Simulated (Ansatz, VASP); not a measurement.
La: VASP beside Ansatz

```
La
1.0
     0.00000    2.61221    2.61221
     2.61221    0.00000    2.61221
     2.61221    2.61221    0.00000
La
1
Direct
  0.00000 0.00000 0.00000
```

Change from the starting cell: volume scaled by 0.96.

Alike in both runs: task single point; functional PBE; k mesh 11 × 11 × 11; occupations fermi-dirac, width 0.05 eV; no spin polarisation.

|  | VASP | Ansatz |
| --- | --- | --- |
| version | VASP 6.6.1 | Ansatz 0.2.0 |
| potentials or method | VASP PAW PBE potentials, release 64 (La), cutoff 520 eV | all-electron LAPW, scalar-relativistic |

```tsv
	VASP	Ansatz	Ansatz less VASP
pressure (GPa)	1.1	1.1	-0.03
```

Ansatz ran all-electron here, and VASP with PAW potentials.

Neither program's run includes spin-orbit coupling.
